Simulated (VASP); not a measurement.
Set up this calculation in VASP 6.6.1, as the native input.

```yaml
Task: relaxation of cell and atoms
Functional: PBEsol
Potentials_or_basis: VASP PAW PBE potentials, release 64 (Be)
Cutoff: 600 eV
k_mesh: 6 × 6 × 6
Occupations: gaussian, width 0.1 eV
Spin: no spin polarisation
Dipole_correction: no
Further_INCAR_settings: ALGO = Normal; EDIFF = 1e-06; IBRION = 2; EDIFFG = -0.04; NSW = 90; ISIF = 3
```

The structure of Be lies in POSCAR:

```
Be
1.0
    2.9132112873      0.0000000000      0.0000000000
   -1.4566056437      2.5229149814      0.0000000000
    0.0000000000      0.0000000000      3.3051357248
Be
3
Direct
    0.2254000000      0.0000000000      0.3333333333
    0.0000000000      0.2254000000      0.6666666667
    0.7746000000      0.7746000000      0.0000000000
```

One way to write it, as run:

INCAR

```
SYSTEM = Be
PREC = Accurate
ENCUT = 600
EDIFF = 1E-6
ISMEAR = 0
SIGMA = 0.1
LREAL = .FALSE.
LASPH = .TRUE.
NELM = 60
ALGO = Normal
ISIF = 3
LWAVE = .FALSE.
LCHARG = .FALSE.
GGA = PS
IBRION = 2
NSW = 90
EDIFFG = -0.04
```

KPOINTS

```
Automatic mesh
0
G
  6 6 6
  0 0 0
```

Potentials or basis: VASP PAW PBE potentials, release 64 (Be).

Run with:

```console
$ cat potpaw_PBE.64/Be/POTCAR > POTCAR
$ mpirun -np 1 vasp_std > vasp.out
```

It gave:

```
Relaxed volume                         : 7.79 Å³/atom
Relaxed cell                           : a = 3.535 Å, b = 3.535 Å, c = 2.159 Å, α = 90.00°, β = 90.00°, γ = 120.00°
Space group after relaxing (to 0.05 Å) : Im-3m (No. 229)
Energy gained by relaxing              : 2185.8 meV/atom
Ionic steps                            : 35
Pressure after relaxing                : -0.6 GPa
Largest force after relaxing           : 0.016 eV/Å
Band gap on the k mesh                 : zero (band 3 reaches 11.96 eV, above the bottom of band 4 at 6.60 eV)
```

Caveat: the k points lie up to 0.48 Å⁻¹ apart in the final cell; the PAW data sets were made with another functional, which shifts forces and pressure a little.

It took 99 s on 1 thread of Intel(R) Xeon(R) Platinum 8259CL CPU @ 2.50GHz (Skylake/Cascade Lake) (shared host), peak memory 0.14 GiB.
